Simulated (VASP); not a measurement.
Input of a VASP 6.6.1 run:

The input INCAR:

```
  PREC = Accurate
  ENCUT = 520
  EDIFF = 1E-6
  ISMEAR = -1
  SIGMA = 0.05
  LREAL = False
  LASPH = True
  NELM = 80
  ALGO = Normal
  ISIF = 2
  LWAVE = False
  LCHARG = False
  GGA = RE
  IVDW = 12
  NBANDS = 17
```

Contents of KPOINTS:

```
Automatic mesh
0
Gamma
  8 8 7
```

File POSCAR:

```
PbS
1.0
    3.9864932371      0.0000000000      0.0000000000
   -1.9932466185      3.4524044154      0.0000000000
    0.0000000000      0.0000000000      3.7725795248
Pb S
1 1
Direct
    0.0000000000      0.0000000000      0.0000000000
    0.6666666667      0.3333333333      0.5000000000
```

Potentials or basis: VASP PAW PBE potentials, release 64 (Pb_d, S).

Launch:

```bash
$ cat potpaw_PBE.64/Pb_d/POTCAR potpaw_PBE.64/S/POTCAR > POTCAR
$ mpirun -np 1 vasp_std > vasp.out
```

Estimate the dispersion energy per atom.

-0.654 eV.

Predict the pressure.

-0.1 GPa.

Caveat: the PAW data sets were made with another functional, which shifts forces and pressure a little.
